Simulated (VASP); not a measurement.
# N in VASP: notebook, part 2 of 2

VASP 6.6.1.

### 3 Single point, PBEsol (zz strain of -2 %)

INCAR

```
PREC     = Accurate       # precision mode
ENCUT    = 520            # plane-wave cutoff, eV
EDIFF    = 1E-6           # SCF threshold, eV
ISMEAR   = -1             # smearing method
SIGMA    = 0.02           # smearing width, eV
LREAL    = F              # projectors in reciprocal space
LASPH    = T              # aspherical terms in the spheres
NELM     = 60             # most SCF steps
ALGO     = Normal         # electronic algorithm
ISIF     = 2              # what is computed and relaxed
LWAVE    = F              # write WAVECAR
LCHARG   = T              # write CHGCAR
GGA      = PS             # functional
LELF     = T              # ELF
LVHAR    = T            
NBANDS   = 18             # bands
```

KPOINTS

```
Automatic mesh
0
Gamma
  4 4 4
```

POSCAR

```
N
1.0
    5.6490000000      0.0000000000      0.0000000000
    0.0000000000      5.6490000000      0.0000000000
    0.0000000000      0.0000000000      5.5360200000
N
4
Direct
    0.0300000000      0.0300000000      0.0300000000
    0.4700000000      0.9700000000      0.5300000000
    0.5300000000      0.4700000000      0.9700000000
    0.9700000000      0.5300000000      0.4700000000
```

Potentials or basis: VASP PAW PBE potentials, release 64 (N).

The run is started by

```bash
$ cat potpaw_PBE.64/N/POTCAR > POTCAR
$ mpirun -np 1 vasp_std > vasp.out
```

OUTCAR:

```text
PREC = Accurate
   ENCUT = 520
   EDIFF = 1E-6
   ISMEAR = -1
   LREAL = F
   LASPH = T
   NELM = 60
   ISIF = 2
   GGA = PS

 ion  position               nearest neighbor table
   1  0.030  0.030  0.030-
   2  0.470  0.970  0.530-
   3  0.530  0.470  0.970-
   4  0.970  0.530  0.470-

  LATTYP: Found a simple tetragonal cell.
 ALAT       =     5.6490000000
 C/A-ratio  =     0.9800000000

  Lattice vectors:

 A1 = (   5.6490000000,   0.0000000000,   0.0000000000)
 A2 = (   0.0000000000,   5.6490000000,   0.0000000000)
 A3 = (   0.0000000000,   0.0000000000,   5.5360200000)

Analysis of symmetry for initial positions (statically):
=====================================================================
 Subroutine PRICEL returns:
 Original cell was already a primitive cell.

 Routine SETGRP: Setting up the symmetry group for a
 simple tetragonal supercell.

 Subroutine GETGRP returns: Found  4 space group operations
 (whereof  1 operations were pure point group operations)
 out of a pool of 16 trial point group operations.

The static configuration has the point symmetry C_1 .
 The point group associated with its full space group is D_2 .

Analysis of symmetry for dynamics (positions and initial velocities):
=====================================================================
 Subroutine PRICEL returns:
 Original cell was already a primitive cell.

 Routine SETGRP: Setting up the symmetry group for a
 simple tetragonal supercell.

 Subroutine GETGRP returns: Found  4 space group operations
 (whereof  1 operations were pure point group operations)
 out of a pool of 16 trial point group operations.

The dynamic configuration has the point symmetry C_1 .
 The point group associated with its full space group is D_2 .

 Subroutine INISYM returns: Found  4 space group operations
[... 111 lines left out ...]
   PSTRESS=    0.0 pullay stress
   NELECT =      20.0000    total number of electrons
   NUPDOWN=      -1.0000    fix difference up-down
   EMIN   =  10.00;   EMAX   =-10.00  energy-range for DOS
   EFERMI =   0.00;   METHOD = LEGACY
   ISMEAR =    -1;   SIGMA  =   0.02  broadening in eV -4-tet -1-fermi 0-gaus
   EFERMI_NEDOS =   21; number of points for ismear=-14 and -15
   IALGO  =     38    algorithm
   IMIX   =      4    mixing-type and parameters
     AMIX     =   0.40;   BMIX     =  1.00
     AMIX_MAG =   1.60;   BMIX_MAG =  1.00
  volume/ion in A,a.u.               =      44.17       298.04
  Fermi-wavevector in a.u.,A,eV,Ry     =   0.791962  1.496592  8.533635  0.627204
  Thomas-Fermi vector in A             =   1.897607
   LORBIT       =      0    0 simple, 1 ext, 2 COOP (PROOUT), +10 PAW based schemes
   GGA     = PS    functional components
   LHFCALC =     F    Hartree Fock is set to
   AEXX    =    0.0000 exact exchange contribution
   IVDW    =     0    specifies the selected vdW correction
   LEPSILON=     F    determine dielectric tensor
   LRPA    =     F    only Hartree local field effects (RPA)
 non-spin polarized calculation
  energy-cutoff  :      520.00
  volume of cell :      176.66
 maximum number of plane-waves:      4773
   NGX = 21   NGY = 21   NGZ = 21

 number of electron      20.0000003 magnetization

 Free energy of the ion-electron system (eV)
  ---------------------------------------------------
  ext. energy  EPLUGINS =         0.00000000
  ---------------------------------------------------
  free energy    TOTEN  =        -2.65442272 eV

  energy without entropy =       -2.61719614  energy(sigma->0) =       -2.63580943

 E-fermi :  -5.4181     XC(G=0):  -5.1626

 val. band max:       -5.4185677952   @ k =   0.0000   0.0000   0.0000
 cond. band min:      -5.4163749522   @ k =   0.0000   0.2500   0.2500
 fundamental gap:      0.0021928431
 Fermi energy:        -5.4180887521

 k-point     1 :       0.0000    0.0000    0.0000
  band No.  band energies     occupation
      1     -17.0955      2.00000
      2     -16.8874      2.00000
      3     -16.8862      2.00000
      4     -16.8774      2.00000
      5      -5.9116      2.00000
      6      -5.9103      2.00000
[... 481 lines left out ...]
      5      -5.8993      2.00000
      6      -5.8993      2.00000
[... 10 lines left out ...]
     17       3.0570      0.00000
     18       3.0570      0.00000

 [... further k-points ...]
[... 5 lines left out ...]
  --------------------------------------------------------------------------------------
  -------------------------------------------------------------------------------------
  Total       -4.7442836     -4.7369753     -4.9315228      0.0000000      0.0000000      0.0000000
  in kB      -43.0269364    -42.9606557    -44.7250490      0.0000000      0.0000000      0.0000000
  external PRESSURE =     -43.5708804 kB  Pullay stress =       0.0000000 kB

 VOLUME and BASIS-vectors are now :
 -----------------------------------------------------------------------------
  energy-cutoff  :      520.00
  volume of cell :      176.66
      direct lattice vectors                 reciprocal lattice vectors
     5.649000000  0.000000000  0.000000000     0.177022482  0.000000000  0.000000000
     0.000000000  5.649000000  0.000000000     0.000000000  0.177022482  0.000000000
     0.000000000  0.000000000  5.536020000     0.000000000  0.000000000  0.180635186

 POSITION                                       TOTAL-FORCE (eV/Angst)
 -----------------------------------------------------------------------------------
      0.16947      0.16947      0.16608         0.253155      0.203427      0.246388
      2.65503      5.47953      2.93409        -0.253155     -0.203427      0.246388
      2.99397      2.65503      5.36994         0.253155     -0.203427     -0.246388
      5.47953      2.99397      2.60193        -0.253155      0.203427     -0.246388
 -----------------------------------------------------------------------------------
    total drift:                                0.000000      0.000000      0.000000

  FREE ENERGIE OF THE ION-ELECTRON SYSTEM (eV)
  ---------------------------------------------------
  free  energy   TOTEN  =        -2.6544227201 eV

  energy  without entropy=       -2.6171961420  energy(sigma->0) =       -2.63580943
```

stdout:

```text
POSCAR found type information on POSCAR N
 POSCAR found :  1 types and       4 ions
 scaLAPACK will be used
 -----------------------------------------------------------------------------
|                                                                             |
|                                                                             |
|     You enforced a specific xc type in the INCAR file but a different       |
|     I HOPE YOU KNOW WHAT YOU ARE DOING!                                     |
|                                                                             |
 -----------------------------------------------------------------------------

 LDA part: xc-table for (Slater+PW92), standard interpolation
 POSCAR, INCAR and KPOINTS ok, starting setup
 FFT: planning ... GRIDC
 FFT: planning ... GRID_SOFT
 FFT: planning ... GRID
 WAVECAR not read
 entering main loop
```

It took 54 s on 1 thread of Intel Xeon Platinum 8259CL at 2.50GHz (Skylake/Cascade Lake), shared host; peak memory 0.27 GiB.

What came out:

- Free energy: -2.6544 eV
- Pressure: -4.4 GPa
- Largest force: 0.408 eV/Å
- Band gap on the k mesh: zero (bands 10 and 11 overlap by 0.16 eV)

Forces in eV/Å, atoms in the order of the input:
```
N    0.253  0.203  0.246
N   -0.253 -0.203  0.246
N    0.253 -0.203 -0.246
N   -0.253  0.203 -0.246
```

Levels at points of the mesh, in eV from the Fermi level:
```tsv
k point	band 8	band 9	band 10	band 11	band 12	band 13
(0.00, 0.00, 0.00)	-0.04	-0.03	-0.01	0.00	0.02	0.06
(0.50, 0.00, 0.00)	-0.27	-0.17	-0.17	0.02	0.02	0.14
(0.00, 0.50, 0.00)	-0.28	-0.17	-0.17	0.02	0.02	0.15
(0.50, 0.50, 0.00)	-0.32	-0.15	-0.15	0.00	0.00	0.17
(0.00, 0.00, 0.50)	-0.27	-0.17	-0.17	0.02	0.02	0.14
(0.50, 0.00, 0.50)	-0.34	-0.15	-0.15	0.00	0.00	0.19
(0.00, 0.50, 0.50)	-0.33	-0.15	-0.15	-0.01	-0.01	0.19
(0.50, 0.50, 0.50)	-0.58	0.16	0.16	0.16	0.16	0.19
```

Caveat: the cell differs from its parent crystal (zz strain of -2 %); the cell stands under tension; the PAW data sets were made with another functional, which shifts forces and pressure a little.

### 4 Single point, PBEsol (zz strain of +1 %)

INCAR

```
  ALGO = Normal
  EDIFF = 1E-6
  ENCUT = 520
  GGA = PS
  ISIF = 2
  ISMEAR = -1
  LASPH = True
  LCHARG = False
  LREAL = False
  LWAVE = False
  NBANDS = 18
  NELM = 60
  PREC = Accurate
  SIGMA = 0.02
```

KPOINTS

```
k-points
0
Gamma
  4 4 4
```

POSCAR, as its differences from that of step 3:

```diff
@@ -4,3 +4,3 @@
     0.0000000000      5.6490000000      0.0000000000
-    0.0000000000      0.0000000000      5.5360200000
+    0.0000000000      0.0000000000      5.7054900000
 N
```

The run is started by

```bash
$ cat potpaw_PBE.64/N/POTCAR > POTCAR
$ mpirun -np 1 vasp_std > vasp.out
```

Run time: 52 s. Hardware: 1 thread of Intel Xeon Platinum 8259CL at 2.50GHz (Skylake/Cascade Lake), shared host; peak memory 0.27 GiB.

It converged, with:

```yaml
Free_energy: -2.5133 eV
Pressure: -4.0 GPa
Largest_force: 0.386 eV/Å
Band_gap_on_the_k_mesh: zero (bands 10 and 11 overlap by 0.15 eV)
```

Forces in eV/Å, atoms in the order of the input:
```
N    0.214  0.237  0.216
N   -0.214 -0.237  0.216
N    0.214 -0.237 -0.216
N   -0.214  0.237 -0.216
```

Stress tensor (GPa, compression positive):
```
-4.07  0.00  0.00
 0.00 -4.07  0.00
 0.00  0.00 -3.98
```

Levels at points of the mesh, in eV from the Fermi level:
| k point | band 6 | band 7 | band 8 | band 9 | band 10 | band 11 | band 12 | band 13 | band 14 | band 15 |
| --- | --- | --- | --- | --- | --- | --- | --- | --- | --- | --- |
| (0.00, 0.00, 0.00) | -0.46 | -0.46 | -0.03 | -0.02 | -0.02 | 0.01 | 0.01 | 0.06 | 0.24 | 0.24 |
| (0.50, 0.00, 0.00) | -0.30 | -0.26 | -0.26 | -0.16 | -0.16 | 0.02 | 0.02 | 0.14 | 0.14 | 0.15 |
| (0.00, 0.50, 0.00) | -0.31 | -0.25 | -0.25 | -0.16 | -0.16 | 0.02 | 0.02 | 0.13 | 0.13 | 0.15 |
| (0.50, 0.50, 0.00) | -0.38 | -0.32 | -0.32 | -0.14 | -0.14 | 0.00 | 0.00 | 0.18 | 0.18 | 0.21 |
| (0.00, 0.00, 0.50) | -0.31 | -0.26 | -0.26 | -0.16 | -0.16 | 0.02 | 0.02 | 0.14 | 0.14 | 0.15 |
| (0.50, 0.00, 0.50) | -0.38 | -0.31 | -0.31 | -0.14 | -0.14 | 0.00 | 0.00 | 0.17 | 0.17 | 0.21 |
| (0.00, 0.50, 0.50) | -0.38 | -0.31 | -0.31 | -0.14 | -0.14 | 0.00 | 0.00 | 0.17 | 0.17 | 0.21 |
| (0.50, 0.50, 0.50) | -0.55 | -0.55 | -0.55 | 0.15 | 0.15 | 0.15 | 0.15 | 0.17 | 0.17 | 0.17 |

Caveat: the cell differs from its parent crystal (zz strain of +1 %); the cell stands under tension; the PAW data sets were made with another functional, which shifts forces and pressure a little.

### 5 Summary

| cell | gap on the mesh (eV) | pressure (GPa) | largest force (eV/Å) |
| --- | --- | --- | --- |
| a = 5.573 Å, 4 atoms | none | -4.6 | 0.42 |
| a = 5.649, b = 5.649, c = 5.536 Å, 4 atoms | none | -4.4 | 0.41 |
| a = 5.649, b = 5.649, c = 5.705 Å, 4 atoms | none | -4.0 | 0.39 |

Alike in all rows: task single point; level PBEsol; potentials or basis VASP PAW PBE potentials, release 64 (N); no spin polarisation; k mesh 4 × 4 × 4; cutoff (eV) 520; smearing fermi-dirac 0.02 eV.

Caveats: the cell stands under tension; the PAW data sets were made with another functional, which shifts forces and pressure a little.

Absolute energies hang on the potentials; compare differences alone.
